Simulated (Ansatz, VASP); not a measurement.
# GaAs: VASP beside Ansatz

INCAR

```
SYSTEM = GaAs
PREC = Accurate ; ENCUT = 520
EDIFF = 1E-7 ; ISMEAR = 0
SIGMA = 0.01 ; LREAL = .FALSE.
LASPH = .TRUE. ; NELM = 80
ALGO = Normal ; ISIF = 2
LWAVE = .FALSE. ; LCHARG = .FALSE.
GGA = PE ; NBANDS = 16
```

Contents of KPOINTS:

```
Automatic mesh
0
G
  6 6 6
  0 0 0
```

Contents of POSCAR:

```
GaAs
1.0
    0.0000000000      2.8268500000      2.8268500000
    2.8268500000      0.0000000000      2.8268500000
    2.8268500000      2.8268500000      0.0000000000
Ga As
1 1
Direct
    0.0000000000      0.0000000000      0.0000000000
    0.2500000000      0.2500000000      0.2500000000
```

Input for Ansatz:

```yaml
crystal:
  lattice:
    - [0.0, 2.82685, 2.82685]
    - [2.82685, 0.0, 2.82685]
    - [2.82685, 2.82685, 0.0]
  atoms:
    - { symbol: Ga, position: [0.0, 0.0, 0.0] }
    - { symbol: As, position: [0.25, 0.25, 0.25] }
basis:
  ecutwfc: 420.0
kpoints:
  mp_grid:
    grid: [6, 6, 6]
  band_path:
    path:
      - [-0.375, 0.0, 0.375]
      - [0.0, 0.0, 0.0]
      - [0.0, 0.0, 0.5]
      - [-0.5, -0.25, 0.25]
      - [-0.5, -0.5, 0.0]
    npoints: 10
hamiltonian:
  xc: pbe
  pseudopotentials:
    kind: paw
scf:
  n_extra_bands: 6
  occupations:
    method: fixed
output:
  bader: true
```

Alike in both runs: task single point; functional PBE; k mesh 6 × 6 × 6; no spin polarisation.

|  | VASP | Ansatz |
| --- | --- | --- |
| version | VASP 6.6.1 | Ansatz 0.2.0 |
| potentials or method | VASP PAW PBE potentials, release 64 (Ga_d, As), cutoff 520 eV | plane waves, PAW |
| occupations | gaussian, width 0.01 eV | fixed |
| valence electrons in the cell | 18 | 28 |

```tsv
	VASP	Ansatz	Ansatz less VASP
gap on the k mesh at the Fermi level (eV)	0.52	0.51	-0.004
```

VASP's potentials hold 18 valence electrons a cell and Ansatz's 28, so a difference there can come from the potentials and not from the codes.
